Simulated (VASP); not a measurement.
# BaTiO3 (Amm2) in VASP: notebook

BaTiO3 is run at these levels: r2SCAN; tasks: single point.

Program: VASP 6.6.1. These are calculated values, not measurements. Logs are shortened: lines on timing, memory, paths and dates and some standing lists are left out, and cuts for length are marked.

### 1 The cell of the first run

Symmetry: Amm2, No. 38, orthorhombic system. Conventional cell: a = 3.999 Å, b = 5.693 Å, c = 5.709 Å, α = 90.00°, β = 90.00°, γ = 90.00°. Ba (site symmetry mm2) has 12 O at 2.78 to 2.93 Å and 8 Ti at 3.43 to 3.54 Å within 3.7 Å. Ti (site symmetry mm2) has 6 O at 1.93 to 2.10 Å within 2.6 Å. Within 3.0 Å of O (site symmetry mm2) lie 2 Ti at 2.00 Å and 4 Ba at 2.78 to 2.93 Å and 8 O at 2.83 to 2.85 Å. Within 2.6 Å of O (site symmetry m) lie 2 Ti at 1.93 to 2.10 Å.

### 2 Single point, r2SCAN

POSCAR

```
BaTiO3
1.0
    3.9987409611      0.0000000000      0.0000000000
    0.0000000000      2.8463249862      2.8546023950
    0.0000000000     -2.8463249862      2.8546023950
Ba Ti O
1 1 3
Direct
    0.0000000000      0.0000000000      0.0000000000
    0.5000000000      0.5124000000      0.5124000000
    0.0000000000      0.4874000000      0.4874000000
    0.5000000000      0.5052400000      0.9918400000
    0.5000000000      0.9918400000      0.5052400000
```

INCAR.step1

```
PREC = Accurate
ENCUT = 520
ISMEAR = 0
SIGMA = 0.01
LREAL = False
LASPH = True
NELM = 100
NBANDS = 28
GGA = PE
ALGO = Normal
EDIFF = 1E-4
LWAVE = True
LCHARG = False
```

INCAR.step2

```
PREC = Accurate
ENCUT = 520
EDIFF = 1E-6
ISMEAR = 0
SIGMA = 0.01
LREAL = False
LASPH = True
NELM = 100
ALGO = Normal
ISIF = 2
LWAVE = False
LCHARG = True
METAGGA = R2SCAN
LMIXTAU = True
LELF = True
LVHAR = True
NBANDS = 28
ISTART = 1
```

KPOINTS

```
Automatic mesh
0
Gamma
  6 6 6
```

Potentials or basis: VASP PAW PBE potentials, release 64 (Ba_sv, Ti_sv, O).

Started as:

```sh
cat potpaw_PBE.64/Ba_sv/POTCAR potpaw_PBE.64/Ti_sv/POTCAR potpaw_PBE.64/O/POTCAR > POTCAR
cp INCAR.step1 INCAR
mpirun -np 1 vasp_std > vasp.out
cp INCAR.step2 INCAR
mpirun -np 1 vasp_std > vasp.out
```

OUTCAR:

```text
PREC = Accurate
   ENCUT = 520
   EDIFF = 1E-6
   ISMEAR = 0
   LREAL = False
   LASPH = True
   NELM = 100
   ISIF = 2
   METAGGA = R2SCAN
   ISTART = 1

 ion  position               nearest neighbor table
   1  0.000  0.000  0.000-   3 2.78   4 2.82   5 2.82   4 2.82   5 2.82   3 2.85   3 2.85   4 2.85
                             5 2.85   5 2.85   4 2.85   3 2.93   2 3.43   2 3.43   2 3.48   2 3.48
   2  0.500  0.512  0.512-   4 1.93   5 1.93   3 2.00   3 2.00   5 2.10   4 2.10   1 3.43   1 3.43
                             1 3.48   1 3.48   1 3.48   1 3.48   1 3.54   1 3.54
   3  0.000  0.487  0.487-   2 2.00   2 2.00   1 2.78   1 2.85   1 2.85   1 2.93
   4  0.500  0.505  0.992-   2 1.93   2 2.10   1 2.82   1 2.82   1 2.85   1 2.85
   5  0.500  0.992  0.505-   2 1.93   2 2.10   1 2.82   1 2.82   1 2.85   1 2.85

  LATTYP: Found a base centered orthorhombic cell.
 ALAT       =     5.6926499724
 B/A-ratio  =     1.0029081039
 C/A-ratio  =     0.7024392823

  Lattice vectors:

 A1 = (   0.0000000000,   2.8463249862,  -2.8546023950)
 A2 = (   0.0000000000,   2.8463249862,   2.8546023950)
 A3 = (   3.9987409611,   0.0000000000,   0.0000000000)

Analysis of symmetry for initial positions (statically):
=====================================================================
 Subroutine PRICEL returns:
 Original cell was already a primitive cell.

 Routine SETGRP: Setting up the symmetry group for a
 base centered orthorhombic supercell.

 Subroutine GETGRP returns: Found  4 space group operations
 (whereof  4 operations were pure point group operations)
 out of a pool of  8 trial point group operations.

The static configuration has the point symmetry C_2v.

Analysis of symmetry for dynamics (positions and initial velocities):
=====================================================================
 Subroutine PRICEL returns:
 Original cell was already a primitive cell.

 Routine SETGRP: Setting up the symmetry group for a
 base centered orthorhombic supercell.

 Subroutine GETGRP returns: Found  4 space group operations
 (whereof  4 operations were pure point group operations)
 out of a pool of  8 trial point group operations.

The dynamic configuration has the point symmetry C_2v.

 Subroutine INISYM returns: Found  4 space group operations
 (whereof  4 operations are pure point group operations),
 and found     1 'primitive' translations

----------------------------------------------------------------------------------------

                                     Primitive cell

  volume of cell :      64.9805

  direct lattice vectors                    reciprocal lattice vectors
     3.998740961  0.000000000  0.000000000     0.250078715  0.000000000  0.000000000
     0.000000000  2.846324986  2.854602395     0.000000000  0.175665113  0.175155742
     0.000000000 -2.846324986  2.854602395     0.000000000 -0.175665113  0.175155742

  length of vectors
     3.998740961  4.031168659  4.031168659     0.250078715  0.248068067  0.248068067

  position of ions in fractional coordinates (direct lattice)
     0.000000000  0.000000000  0.000000000
     0.500000000  0.512400000  0.512400000
     0.000000000  0.487400000  0.487400000
     0.500000000  0.505240000  0.991840000
     0.500000000  0.991840000  0.505240000

  ion indices of the primitive-cell ions
   primitive index   ion index
                 1           1
                 2           2
                 3           3
                 4           4
                 5           5

----------------------------------------------------------------------------------------

 KPOINTS: Automatic mesh

Automatic generation of k-mesh.
 Grid dimensions read from file:
 generate k-points for:    6    6    6

 Generating k-lattice:

  Cartesian coordinates                     Fractional coordinates (reciprocal lattice)
     0.041679786  0.000000000  0.000000000     0.166666667  0.000000000  0.000000000
     0.000000000  0.029277519  0.029192624     0.000000000  0.166666667  0.000000000
     0.000000000 -0.029277519  0.029192624     0.000000000  0.000000000  0.166666667

  Length of vectors
     0.041679786  0.041344678  0.041344678

  Shift w.r.t. Gamma in fractional coordinates (k-lattice)
     0.000000000  0.000000000  0.000000000

 Subroutine IBZKPT returns following result:
 ===========================================

 Found     52 irreducible k-points:

 Following reciprocal coordinates:
            Coordinates               Weight
  0.000000  0.000000  0.000000      1.000000
  0.166667  0.000000  0.000000      2.000000
  0.333333  0.000000  0.000000      2.000000
  0.500000  0.000000  0.000000      1.000000
  0.000000  0.166667 -0.000000      4.000000
  0.166667  0.166667 -0.000000      8.000000
[... 16 lines left out ...]
  0.333333  0.333333  0.166667      8.000000
  0.500000  0.333333  0.166667      4.000000
 [... further k-points ...]
   k-points           NKPTS =     52   k-points in BZ     NKDIM =     52   number of bands    NBANDS=     28
   number of dos      NEDOS =    301   number of ions     NIONS =      5
   total plane-waves  NPLWV =  27000
   dimension x,y,z NGX =    30 NGY =   30 NGZ =   30
   dimension x,y,z NGXF=    60 NGYF=   60 NGZF=   60
   ions per type =               1   1   3
   NGX,Y,Z   is equivalent  to a cutoff of  12.47, 12.37, 12.37 a.u.
   NGXF,Y,Z  is equivalent  to a cutoff of  24.94, 24.74, 24.74 a.u.
 SYSTEM =  unknown system
   PREC   = accura    normal or accurate (medium, high low for compatibility)
   ISTART =      1    job   : 0-new  1-cont  2-samecut
   ICHARG =      0    charge: 1-file 2-atom 10-const
   ISPIN  =      1    spin polarized calculation?
   LNONCOLLINEAR =      F non collinear calculations
   LSORBIT =      F    spin-orbit coupling
   LASPH  =      T    aspherical Exc in radial PAW
   ENCUT  =  520.0 eV  38.22 Ry    6.18 a.u.   7.44  7.50  7.50*2*pi/ulx,y,z
   NELM   =    100;   NELMIN=  2; NELMDL=  0     # of ELM steps
   EDIFF  = 0.1E-05   stopping-criterion for ELM
   LREAL  =      F    real-space projection
   EDIFFG = 0.1E-04   stopping-criterion for IOM
   NSW    =      0    number of steps for IOM
   IBRION =     -1    ionic relax: 0-MD 1-quasi-New 2-CG
   NFREE  =      0    steps in history (QN), initial steepest desc. (CG)
   ISIF   =      2    stress and relaxation
   ISYM   =      2    0-nonsym 1-usesym 2-fastsym
   POTIM  = 0.5000    time-step for ionic-motion
   TEBEG  =    0.0;   TEEND  =   0.0 temperature during run
   PSTRESS=    0.0 pullay stress
   NELECT =      40.0000    total number of electrons
   NUPDOWN=      -1.0000    fix difference up-down
   EMIN   =  10.00;   EMAX   =-10.00  energy-range for DOS
   EFERMI =   0.00;   METHOD = LEGACY
   ISMEAR =     0;   SIGMA  =   0.01  broadening in eV -4-tet -1-fermi 0-gaus
   EFERMI_NEDOS =   21; number of points for ismear=-14 and -15
   IALGO  =     38    algorithm
   IMIX   =      4    mixing-type and parameters
     AMIX     =   0.40;   BMIX     =  1.00
     AMIX_MAG =   1.60;   BMIX_MAG =  1.00
  volume/ion in A,a.u.               =      13.00        87.70
  Fermi-wavevector in a.u.,A,eV,Ry     =   1.392623  2.631677 26.387140  1.939400
  Thomas-Fermi vector in A             =   2.516348
   LORBIT       =      0    0 simple, 1 ext, 2 COOP (PROOUT), +10 PAW based schemes
   METAGGA = R2SCAN    functional components
   LHFCALC =     F    Hartree Fock is set to
   AEXX    =    0.0000 exact exchange contribution
   IVDW    =     0    specifies the selected vdW correction
   LEPSILON=     F    determine dielectric tensor
   LRPA    =     F    only Hartree local field effects (RPA)
 non-spin polarized calculation
 Gauss-broadening in eV      SIGMA  =   0.01
  energy-cutoff  :      520.00
  volume of cell :       64.98
 maximum number of plane-waves:      1775
 NGX is ok and might be reduce to    30
   NGX = 15   NGY = 15   NGZ = 15

 number of electron      39.9999994 magnetization

 Free energy of the ion-electron system (eV)
  ---------------------------------------------------
  ext. energy  EPLUGINS =         0.00000000
  ---------------------------------------------------
  free energy    TOTEN  =       -74.23580630 eV

  energy without entropy =      -74.23580630  energy(sigma->0) =      -74.23580630

 E-fermi :   3.5336     XC(G=0): -11.8389

 val. band max:        3.4284328047   @ k =   0.5000   0.5000   0.5000
 cond. band min:       5.6440990666   @ k =   0.0000   0.0000   0.0000
 fundamental gap:      2.2156662619
 Fermi energy:         3.5336125159

 k-point     1 :       0.0000    0.0000    0.0000
  band No.  band energies     occupation
      1     -55.4292      2.00000
      2     -30.5960      2.00000
      3     -30.5949      2.00000
      4     -30.5798      2.00000
      5     -22.0843      2.00000
      6     -14.4019      2.00000
[... 20 lines left out ...]
     27       9.0556      0.00000
     28      11.5575      0.00000

 k-point     2 :       0.1667    0.0000    0.0000
  band No.  band energies     occupation
      1     -55.4289      2.00000
      2     -30.5955      2.00000
      3     -30.5952      2.00000
      4     -30.5935      2.00000
      5     -22.0538      2.00000
      6     -14.4167      2.00000
[... 20 lines left out ...]
     27       9.5536      0.00000
     28      12.2159      0.00000

 k-point     3 :       0.3333    0.0000    0.0000
  band No.  band energies     occupation
      1     -55.4283      2.00000
      2     -30.6229      2.00000
      3     -30.5945      2.00000
      4     -30.5934      2.00000
      5     -21.9914      2.00000
      6     -14.5283      2.00000
[... 20 lines left out ...]
     27      10.8090      0.00000
     28      12.3287      0.00000

 k-point     4 :       0.5000    0.0000    0.0000
  band No.  band energies     occupation
      1     -55.4280      2.00000
      2     -30.6371      2.00000
      3     -30.5940      2.00000
      4     -30.5929      2.00000
      5     -21.9594      2.00000
      6     -14.6057      2.00000
[... 578 lines left out ...]
     27      11.4872      0.00000
     28      12.5840      0.00000

 k-point    23 :       0.3333    0.3333    0.1667
  band No.  band energies     occupation
      1     -55.4273      2.00000
      2     -30.6324      2.00000
      3     -30.6203      2.00000
      4     -30.6055      2.00000
      5     -21.9102      2.00000
      6     -14.1650      2.00000
[... 20 lines left out ...]
     27      12.2846      0.00000
     28      12.3734      0.00000

 k-point    24 :       0.5000    0.3333    0.1667
  band No.  band energies     occupation
      1     -55.4270      2.00000
      2     -30.6342      2.00000
      3     -30.6317      2.00000
      4     -30.6050      2.00000
      5     -21.8880      2.00000
      6     -14.1102      2.00000
[... 20 lines left out ...]
     27      12.1800      0.00000
     28      12.6202      0.00000

 [... further k-points ...]

------------------------ aborting loop because EDIFF is reached ----------------------------------------

  FORCE on cell =-STRESS in cart. coord.  units (eV):
  Direction    XX          YY          ZZ          XY          YZ          ZX
  --------------------------------------------------------------------------------------
  -------------------------------------------------------------------------------------
  Total       -0.2363953     -0.1879944     -0.4502847      0.0000000      0.0000000      0.0000000
  in kB       -5.8286251     -4.6352381    -11.1023367      0.0000000      0.0000000      0.0000000
  external PRESSURE =      -7.1887333 kB  Pullay stress =       0.0000000 kB

 VOLUME and BASIS-vectors are now :
 -----------------------------------------------------------------------------
  energy-cutoff  :      520.00
  volume of cell :       64.98
      direct lattice vectors                 reciprocal lattice vectors
     3.998740961  0.000000000  0.000000000     0.250078715  0.000000000  0.000000000
     0.000000000  2.846324986  2.854602395     0.000000000  0.175665113  0.175155742
     0.000000000 -2.846324986  2.854602395     0.000000000 -0.175665113  0.175155742

 POSITION                                       TOTAL-FORCE (eV/Angst)
 -----------------------------------------------------------------------------------
      0.00000      0.00000      0.00000         0.000000      0.000000      0.160023
      1.99937      0.00000      2.92540         0.000000      0.000000      0.169618
      0.00000      0.00000      2.78267         0.000000      0.000000      0.270851
      1.99937     -1.38502      4.27357         0.000000      0.022233     -0.300246
      1.99937      1.38502      4.27357         0.000000     -0.022233     -0.300246
 -----------------------------------------------------------------------------------
    total drift:                                0.000000      0.000001      0.001561

  FREE ENERGIE OF THE ION-ELECTRON SYSTEM (eV)
  ---------------------------------------------------
  free  energy   TOTEN  =       -74.2358063037 eV

  energy  without entropy=      -74.2358063037  energy(sigma->0) =      -74.23580630
```

Wall time 3.1 min (1 thread of Intel Xeon 6975P-C (Granite Rapids), shared host); peak memory 0.23 GiB.

What came out:

* Free energy: -74.2358 eV
* Pressure: -0.7 GPa
* Largest force: 0.301 eV/Å
* Band gap on the k mesh: 2.22 eV (least direct gap 2.45 eV)

Forces in eV/Å, atoms in the order of the input:
```
Ba   0.000  0.000  0.160
Ti   0.000  0.000  0.170
O    0.000  0.000  0.271
O    0.000  0.022 -0.300
O    0.000 -0.022 -0.300
```

Stress tensor (GPa, compression positive):
```
-0.58  0.00  0.00
 0.00 -0.46  0.00
 0.00  0.00 -1.11
```

Caveat: the PAW data sets were made with another functional, which shifts forces and pressure a little; spin-orbit coupling is left out, which moves the levels of the heavy elements. r2SCAN opens gaps a little over a GGA but as a rule still falls short of measured ones.

(Part 1 of 2 ends here.)
